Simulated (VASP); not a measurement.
# ZnGe3 (P-6m2) in VASP: notebook

Runs on ZnGe3. Level: PBE. Tasks: relaxation of cell and atoms, single point.

Program: VASP 6.6.1. These are calculated values, not measurements. Logs are shortened: lines on timing, memory, paths and dates and some standing lists are left out, and cuts for length are marked.

## 1. The cell of the first run

It takes space group P-6m2 (No. 187, hexagonal). The conventional cell has a = 3.247 Å, b = 3.247 Å, c = 8.382 Å, α = 90.00°, β = 90.00°, γ = 120.00°. Within 3.8 Å of Zn (site symmetry -6m2) lie 6 Ge at 2.87 Å and 6 Zn at 3.25 Å. Ge (site symmetry 3m) has 9 Ge at 2.76 to 3.25 Å and 3 Zn at 2.87 Å within 3.6 Å. Within 3.6 Å of Ge (site symmetry -6m2) lie 12 Ge at 2.76 to 3.25 Å.

The cell was generated, and may not be a known phase.

## 2. Relaxation of cell and atoms, PBE

File INCAR:

```
SYSTEM = ZnGe3
  ALGO = Normal
  EDIFF = 1E-6
  EDIFFG = -0.04
  ENCUT = 600
  GGA = PE
  IBRION = 2
  ISIF = 3
  ISMEAR = 0
  LASPH = .TRUE.
  LCHARG = .FALSE.
  LREAL = .FALSE.
  LWAVE = .FALSE.
  NELM = 80
  NSW = 90
  PREC = Accurate
  SIGMA = 0.1
```

File KPOINTS:

```
k-points
0
G
  6 6 2
  0 0 0
```

File POSCAR:

```
ZnGe3
1.0
    3.2470262100      0.0000000000      0.0000000000
   -1.6235131100      2.8120071900      0.0000000000
    0.0000000000      0.0000000000      8.3818874600
Zn Ge
1 3
Direct
    0.0000000000      0.0000000000      0.0000000000
    0.3333333300      0.6666666700      0.2586581500
    0.0000000000      0.0000000000      0.5000000000
    0.3333333300      0.6666666700      0.7413418500
```

Potentials or basis: VASP PAW PBE potentials, release 64 (Zn, Ge_d).

The run is started by

```sh
cat potpaw_PBE.64/Zn/POTCAR potpaw_PBE.64/Ge_d/POTCAR > POTCAR
mpirun -np 1 vasp_std > vasp.out
```

OUTCAR:

```text
SYSTEM = ZnGe3
   EDIFF = 1E-6
   EDIFFG = -0.04
   ENCUT = 600
   GGA = PE
   IBRION = 2
   ISIF = 3
   ISMEAR = 0
   LASPH = .TRUE.
   LREAL = .FALSE.
   NELM = 80
   NSW = 90
   PREC = Accurate

 ion  position               nearest neighbor table
   1  0.000  0.000  0.000-   2 2.87   4 2.87   2 2.87   4 2.87   2 2.87   4 2.87
   2  0.333  0.667  0.259-   3 2.76   3 2.76   3 2.76   1 2.87   1 2.87   1 2.87
   3  0.000  0.000  0.500-   2 2.76   4 2.76   2 2.76   4 2.76   2 2.76   4 2.76
   4  0.333  0.667  0.741-   3 2.76   3 2.76   3 2.76   1 2.87   1 2.87   1 2.87

  LATTYP: Found a hexagonal cell.
 ALAT       =     3.2470262100
 C/A-ratio  =     2.5814043121

  Lattice vectors:

 A1 = (   3.2470262100,   0.0000000000,   0.0000000000)
 A2 = (  -1.6235131100,   2.8120071900,   0.0000000000)
 A3 = (   0.0000000000,   0.0000000000,   8.3818874600)

Analysis of symmetry for initial positions (statically):
=====================================================================
 Subroutine PRICEL returns:
 Original cell was already a primitive cell.

 Routine SETGRP: Setting up the symmetry group for a
 hexagonal supercell.

 Subroutine GETGRP returns: Found 12 space group operations
 (whereof 12 operations were pure point group operations)
 out of a pool of 24 trial point group operations.

The static configuration has the point symmetry D_3h.

Analysis of symmetry for dynamics (positions and initial velocities):
=====================================================================
 Subroutine PRICEL returns:
 Original cell was already a primitive cell.

 Routine SETGRP: Setting up the symmetry group for a
 hexagonal supercell.

 Subroutine GETGRP returns: Found 12 space group operations
 (whereof 12 operations were pure point group operations)
 out of a pool of 24 trial point group operations.

The dynamic configuration has the point symmetry D_3h.

 Subroutine INISYM returns: Found 12 space group operations
 (whereof 12 operations are pure point group operations),
 and found     1 'primitive' translations

----------------------------------------------------------------------------------------

                                     Primitive cell

  volume of cell :      76.5322

  direct lattice vectors                    reciprocal lattice vectors
     3.247026210  0.000000000  0.000000000     0.307974108  0.177808934  0.000000000
[... 67 lines left out ...]
   NGX,Y,Z   is equivalent  to a cutoff of  14.34, 14.34, 13.88 a.u.
   NGXF,Y,Z  is equivalent  to a cutoff of  28.67, 28.67, 27.77 a.u.
 SYSTEM =  ZnGe3
   PREC   = accura    normal or accurate (medium, high low for compatibility)
   ISTART =      0    job   : 0-new  1-cont  2-samecut
   ICHARG =      2    charge: 1-file 2-atom 10-const
   ISPIN  =      1    spin polarized calculation?
   LNONCOLLINEAR =      F non collinear calculations
   LSORBIT =      F    spin-orbit coupling
   LASPH  =      T    aspherical Exc in radial PAW
   ENCUT  =  600.0 eV  44.10 Ry    6.64 a.u.   6.49  6.49 16.74*2*pi/ulx,y,z
   NELM   =     80;   NELMIN=  2; NELMDL= -5     # of ELM steps
   EDIFF  = 0.1E-05   stopping-criterion for ELM
   LREAL  =      F    real-space projection
   EDIFFG = -.4E-01   stopping-criterion for IOM
   NSW    =     90    number of steps for IOM
   IBRION =      2    ionic relax: 0-MD 1-quasi-New 2-CG
   NFREE  =      1    steps in history (QN), initial steepest desc. (CG)
   ISIF   =      3    stress and relaxation
   ISYM   =      2    0-nonsym 1-usesym 2-fastsym
   POTIM  = 0.5000    time-step for ionic-motion
   TEBEG  =    0.0;   TEEND  =   0.0 temperature during run
   PSTRESS=    0.0 pullay stress
   NELECT =      54.0000    total number of electrons
   NUPDOWN=      -1.0000    fix difference up-down
   EMIN   =  10.00;   EMAX   =-10.00  energy-range for DOS
   EFERMI =   0.00;   METHOD = LEGACY
   ISMEAR =     0;   SIGMA  =   0.10  broadening in eV -4-tet -1-fermi 0-gaus
   EFERMI_NEDOS =   21; number of points for ismear=-14 and -15
   IALGO  =     38    algorithm
   IMIX   =      4    mixing-type and parameters
     AMIX     =   0.40;   BMIX     =  1.00
     AMIX_MAG =   1.60;   BMIX_MAG =  1.00
  volume/ion in A,a.u.               =      19.13       129.12
  Fermi-wavevector in a.u.,A,eV,Ry     =   1.457442  2.754167 28.900657  2.124138
  Thomas-Fermi vector in A             =   2.574243
   LORBIT       =      0    0 simple, 1 ext, 2 COOP (PROOUT), +10 PAW based schemes
   GGA     = PE    functional components
   LHFCALC =     F    Hartree Fock is set to
   AEXX    =    0.0000 exact exchange contribution
   IVDW    =     0    specifies the selected vdW correction
   LEPSILON=     F    determine dielectric tensor
   LRPA    =     F    only Hartree local field effects (RPA)
 conjugate gradient relaxation of ions
 non-spin polarized calculation
 Gauss-broadening in eV      SIGMA  =   0.10
  energy-cutoff  :      600.00
  volume of cell :       76.53
 maximum number of plane-waves:      2614
 NGX is ok and might be reduce to    28
   NGX = 13   NGY = 13   NGZ = 33

--------------------------------------- Ionic step        1  -------------------------------------------

 number of electron      53.9999987 magnetization

 Free energy of the ion-electron system (eV)
  ---------------------------------------------------
  ext. energy  EPLUGINS =         0.00000000
  ---------------------------------------------------
  free energy    TOTEN  =       -13.21782913 eV

  energy without entropy =      -13.19696684  energy(sigma->0) =      -13.20739798

------------------------ aborting loop because EDIFF is reached ----------------------------------------

  FORCE on cell =-STRESS in cart. coord.  units (eV):
  Direction    XX          YY          ZZ          XY          YZ          ZX
  --------------------------------------------------------------------------------------
  -------------------------------------------------------------------------------------
  Total        0.3363696      0.3363696     -0.2460455     -0.0000000      0.0000000      0.0000000
  in kB        7.0417933      7.0417933     -5.1508872     -0.0000000      0.0000000      0.0000000
  external PRESSURE =       2.9775665 kB  Pullay stress =       0.0000000 kB
[... 253 lines left out ...]
--------------------------------------- Ionic step        8  -------------------------------------------

 number of electron      53.9999990 magnetization

 Free energy of the ion-electron system (eV)
  ---------------------------------------------------
  ext. energy  EPLUGINS =         0.00000000
  ---------------------------------------------------
  free energy    TOTEN  =       -13.35363414 eV

  energy without entropy =      -13.34033601  energy(sigma->0) =      -13.34698508

 E-fermi :   5.2922     XC(G=0): -10.9955

 val. band max:        5.2551560728   @ k =   0.3333   0.3333   0.5000
 cond. band min:       5.4580752189   @ k =   0.3333   0.1667   0.0000
 fundamental gap:      0.2029191461
 Fermi energy:         5.2921723145

 k-point     1 :       0.0000    0.0000    0.0000
  band No.  band energies     occupation
      1     -19.4128      2.00000
      2     -19.4128      2.00000
      3     -19.4051      2.00000
      4     -19.4039      2.00000
      5     -19.4039      2.00000
      6     -19.3561      2.00000
[... 510 lines left out ...]
  FREE ENERGIE OF THE ION-ELECTRON SYSTEM (eV)
  ---------------------------------------------------
  free  energy   TOTEN  =       -13.3536341432 eV

  energy  without entropy=      -13.3403360105  energy(sigma->0) =      -13.34698508

 reached required accuracy - stopping structural energy minimisation
```

Run time: 2.9 min. Hardware: 1 thread of Intel Xeon 6975P-C (Granite Rapids), shared host; peak memory 0.24 GiB.

What came out:

* Free energy: -13.3536 eV
* Relaxed volume: 19.15 Å³/atom
* Relaxed cell: a = 3.289 Å, b = 3.289 Å, c = 8.177 Å, α = 90.00°, β = 90.00°, γ = 120.00°
* Space group after relaxing (to 0.1 Å): P-6m2 (No. 187)
* Energy gained by relaxing: 34.0 meV/atom
* Ionic steps: 8
* Pressure after relaxing: 0.0 GPa
* Largest force after relaxing: 0.015 eV/Å
* Band gap on the k mesh: zero (bands 27 and 28 overlap by 5.76 eV)

Forces on the atoms (eV/Å):
```
Zn   0.000  0.000  0.000
Ge   0.000  0.000  0.015
Ge   0.000  0.000  0.000
Ge   0.000  0.000 -0.015
```

The path:
| step | energy change (eV) | largest force (eV/Å) | pressure (GPa) | volume (Å³) |
| --- | --- | --- | --- | --- |
| 1 | 0.0000 | 0.6646 | 0.30 | 76.53 |
| 2 | -0.0422 | 0.5575 | -0.12 | 76.93 |
| 3 | -0.1182 | 0.2231 | -1.23 | 78.10 |
| 4 | -0.1252 | 0.0004 | -1.64 | 78.68 |
| 5 | -0.1177 | 0.2219 | 1.74 | 74.85 |
| 6 | -0.1337 | 0.0826 | -0.26 | 77.01 |
| 7 | -0.1337 | 0.0804 | -0.43 | 77.05 |
| 8 | -0.1358 | 0.0152 | -0.01 | 76.58 |

Final structure:
```
Zn Ge
1.0
     3.28864    0.00000    0.00000
    -1.64432    2.84804    0.00000
     0.00000    0.00000    8.17665
Zn Ge
1 3
Direct
  0.00000 0.00000 0.00000
  0.33333 0.66667 0.23712
  0.00000 0.00000 0.50000
  0.33333 0.66667 0.76288
```

Caveat: the k points lie up to 0.38 Å⁻¹ apart in the final cell, too coarse for converged energies and pressures of a metal.

## 3. Single point, PBE

This run uses another cell than the first one, of 18.56 Å³/atom.

File INCAR:

```
SYSTEM = ZnGe3
  PREC = Accurate
  ENCUT = 520
  EDIFF = 1E-6
  ISMEAR = 0
  SIGMA = 0.1
  LREAL = .FALSE.
  LASPH = .TRUE.
  NELM = 80
  ALGO = Normal
  ISIF = 2
  LWAVE = .FALSE.
  LCHARG = .TRUE.
  GGA = PE
  LELF = .TRUE.
  LVHAR = .TRUE.
  NBANDS = 35
```

File KPOINTS:

```
Automatic mesh
0
G
  18 18 6
  0 0 0
```

File POSCAR:

```
ZnGe3
1.0
    2.9631412730      0.0000000000      0.0000000000
   -1.4815706365      2.5661556174      0.0000000000
    0.0000000000      0.0000000000      9.7650049738
Zn Ge
1 3
Direct
    0.0000000000      0.0000000000      0.0000000000
    0.3333333333      0.6666666667      0.2384799063
    0.0000000000      0.0000000000      0.5000000000
    0.3333333333      0.6666666667      0.7615200937
```

Potentials or basis: VASP PAW PBE potentials, release 64 (Zn, Ge_d).

The run is started by

```sh
cat potpaw_PBE.64/Zn/POTCAR potpaw_PBE.64/Ge_d/POTCAR > POTCAR
mpirun -np 1 vasp_std > vasp.out
```

Run time: 2.9 min. Hardware: 1 thread of Intel Xeon 6975P-C (Granite Rapids), shared host; peak memory 0.43 GiB.

Results (log left out):

- Free energy: -13.5504 eV
- Pressure: 0.1 GPa
- Band gap on the k mesh: zero (bands 27 and 28 overlap by 8.58 eV)

Levels at points of the mesh, in eV from the Fermi level:
```
           k point  band 25  band 26  band 27  band 28  band 29  band 30
(0.00, 0.00, 0.00)    -4.98     2.19     2.43     7.49     7.49     8.16
(0.50, 0.00, 0.00)    -4.53    -3.80    -0.57    -0.14     0.51     2.06
(0.00, 0.00, 0.50)    -2.15    -1.64     6.24     7.55     7.55     8.03
(0.50, 0.00, 0.50)    -4.26    -3.11    -2.02    -0.68     2.44     3.08
```

## 4. Single point, PBE

This run uses another cell than the first one, of 18.56 Å³/atom.

File INCAR:

```
ALGO = Normal
EDIFF = 1E-6
ENCUT = 520
GGA = PE
ISIF = 2
ISMEAR = 0
LASPH = True
LCHARG = False
LREAL = False
LWAVE = False
NBANDS = 35
NELM = 80
PREC = Accurate
SIGMA = 0.1
```

File KPOINTS:

```
k-points
0
Gamma
  18 18 6
```

POSCAR is that of step 3.

Potentials or basis: VASP PAW PBE potentials, release 64 (Zn, Ge_d).

The run is started by

```sh
cat potpaw_PBE.64/Zn/POTCAR potpaw_PBE.64/Ge_d/POTCAR > POTCAR
mpirun -np 1 vasp_std > vasp.out
```

OUTCAR:

```text
EDIFF = 1E-6
   ENCUT = 520
   GGA = PE
   ISIF = 2
   ISMEAR = 0
   LASPH = True
   LREAL = False
   NELM = 80
   PREC = Accurate

 ion  position               nearest neighbor table
   1  0.000  0.000  0.000-   2 2.89   4 2.89   2 2.89   4 2.89   2 2.89   4 2.89
   2  0.333  0.667  0.238-   1 2.89   1 2.89   1 2.89
   3  0.000  0.000  0.500-
   4  0.333  0.667  0.762-   1 2.89   1 2.89   1 2.89

  LATTYP: Found a hexagonal cell.
 ALAT       =     2.9631412730
 C/A-ratio  =     3.2954908572

  Lattice vectors:

 A1 = (   2.9631412730,   0.0000000000,   0.0000000000)
 A2 = (  -1.4815706365,   2.5661556174,   0.0000000000)
 A3 = (   0.0000000000,   0.0000000000,   9.7650049738)

Analysis of symmetry for initial positions (statically):
=====================================================================
 Subroutine PRICEL returns:
 Original cell was already a primitive cell.

 Routine SETGRP: Setting up the symmetry group for a
 hexagonal supercell.

 Subroutine GETGRP returns: Found 12 space group operations
 (whereof 12 operations were pure point group operations)
 out of a pool of 24 trial point group operations.

The static configuration has the point symmetry D_3h.

Analysis of symmetry for dynamics (positions and initial velocities):
=====================================================================
 Subroutine PRICEL returns:
 Original cell was already a primitive cell.

 Routine SETGRP: Setting up the symmetry group for a
 hexagonal supercell.

 Subroutine GETGRP returns: Found 12 space group operations
[... 117 lines left out ...]
   PSTRESS=    0.0 pullay stress
   NELECT =      54.0000    total number of electrons
   NUPDOWN=      -1.0000    fix difference up-down
   EMIN   =  10.00;   EMAX   =-10.00  energy-range for DOS
   EFERMI =   0.00;   METHOD = LEGACY
   ISMEAR =     0;   SIGMA  =   0.10  broadening in eV -4-tet -1-fermi 0-gaus
   EFERMI_NEDOS =   21; number of points for ismear=-14 and -15
   IALGO  =     38    algorithm
   IMIX   =      4    mixing-type and parameters
     AMIX     =   0.40;   BMIX     =  1.00
     AMIX_MAG =   1.60;   BMIX_MAG =  1.00
  volume/ion in A,a.u.               =      18.56       125.27
  Fermi-wavevector in a.u.,A,eV,Ry     =   1.472211  2.782076 29.489350  2.167406
  Thomas-Fermi vector in A             =   2.587253
   LORBIT       =      0    0 simple, 1 ext, 2 COOP (PROOUT), +10 PAW based schemes
   GGA     = PE    functional components
   LHFCALC =     F    Hartree Fock is set to
   AEXX    =    0.0000 exact exchange contribution
   IVDW    =     0    specifies the selected vdW correction
   LEPSILON=     F    determine dielectric tensor
   LRPA    =     F    only Hartree local field effects (RPA)
 non-spin polarized calculation
 Gauss-broadening in eV      SIGMA  =   0.10
  energy-cutoff  :      520.00
  volume of cell :       74.25
 maximum number of plane-waves:      2041
 NGX is ok and might be reduce to    24
   NGX = 11   NGY = 11   NGZ = 37

 number of electron      53.9999981 magnetization

 Free energy of the ion-electron system (eV)
  ---------------------------------------------------
  ext. energy  EPLUGINS =         0.00000000
  ---------------------------------------------------
  free energy    TOTEN  =       -13.55038966 eV

  energy without entropy =      -13.54369204  energy(sigma->0) =      -13.54704085

 E-fermi :   5.7203     XC(G=0): -11.1809

 val. band max:        5.7151294860   @ k =   0.3333   0.2778   0.1667
 cond. band min:       5.7216334798   @ k =   0.3889   0.1667   0.5000
 fundamental gap:      0.0065039938
 Fermi energy:         5.7203331340

 k-point     1 :       0.0000    0.0000    0.0000
  band No.  band energies     occupation
      1     -19.0762      2.00000
      2     -19.0551      2.00000
      3     -19.0551      2.00000
      4     -19.0253      2.00000
      5     -19.0243      2.00000
      6     -19.0243      2.00000
[... 901 lines left out ...]
     34      11.8368      0.00000
     35      12.5035      0.00000

 [... further k-points ...]

------------------------ aborting loop because EDIFF is reached ----------------------------------------

  FORCE on cell =-STRESS in cart. coord.  units (eV):
  Direction    XX          YY          ZZ          XY          YZ          ZX
  --------------------------------------------------------------------------------------
  -------------------------------------------------------------------------------------
  Total        0.0222025      0.0222025      0.0363308     -0.0000000      0.0000000     -0.0000000
  in kB        0.4790764      0.4790764      0.7839317     -0.0000000      0.0000000     -0.0000000
  external PRESSURE =       0.5806949 kB  Pullay stress =       0.0000000 kB

 VOLUME and BASIS-vectors are now :
 -----------------------------------------------------------------------------
  energy-cutoff  :      520.00
  volume of cell :       74.25
      direct lattice vectors                 reciprocal lattice vectors
     2.963141273  0.000000000  0.000000000     0.337479691  0.194843990  0.000000000
    -1.481570637  2.566155617  0.000000000     0.000000000  0.389687980  0.000000000
     0.000000000  0.000000000  9.765004974     0.000000000  0.000000000  0.102406502

 POSITION                                       TOTAL-FORCE (eV/Angst)
 -----------------------------------------------------------------------------------
      0.00000      0.00000      0.00000         0.000000      0.000000      0.000000
     -0.00000      1.71077      2.32876         0.000000      0.000000      0.001956
      0.00000      0.00000      4.88250        -0.000000     -0.000000      0.000000
     -0.00000      1.71077      7.43625        -0.000000     -0.000000     -0.001956
 -----------------------------------------------------------------------------------
    total drift:                                0.000000     -0.000000     -0.000000

  FREE ENERGIE OF THE ION-ELECTRON SYSTEM (eV)
  ---------------------------------------------------
  free  energy   TOTEN  =       -13.5503896578 eV

  energy  without entropy=      -13.5436920450  energy(sigma->0) =      -13.54704085
```

stdout:

```text
POSCAR found type information on POSCAR ZnGe
 POSCAR found :  2 types and       4 ions
 scaLAPACK will be used
 LDA part: xc-table for (Slater+PW92), standard interpolation
 POSCAR, INCAR and KPOINTS ok, starting setup
 FFT: planning ... GRIDC
 FFT: planning ... GRID_SOFT
 FFT: planning ... GRID
 WAVECAR not read
 entering main loop
```

It took 3.1 min on 1 thread of Intel Xeon 6975P-C (Granite Rapids), shared host; peak memory 0.43 GiB.

Results:

| Item | Value |
| --- | --- |
| Free energy | -13.5504 eV |
| Pressure | 0.1 GPa |
| Band gap on the k mesh | zero (bands 27 and 28 overlap by 8.58 eV) |

Levels at points of the mesh, in eV from the Fermi level:
```
           k point  band 23  band 24  band 25  band 26  band 27  band 28  band 29  band 30  band 31  band 32
(0.00, 0.00, 0.00)    -7.10    -5.62    -4.98     2.19     2.43     7.49     7.49     8.16     8.16     8.67
(0.50, 0.00, 0.00)    -6.41    -4.58    -4.53    -3.80    -0.57    -0.14     0.51     2.06     3.33     4.49
(0.00, 0.00, 0.50)    -7.10    -6.96    -2.15    -1.64     6.24     7.55     7.55     8.03     8.03     8.21
(0.50, 0.00, 0.50)    -6.30    -4.86    -4.26    -3.11    -2.02    -0.68     2.44     3.08     3.47     4.10
```

The gap in the log of VASP goes by the Fermi energy; the results here count the filled bands.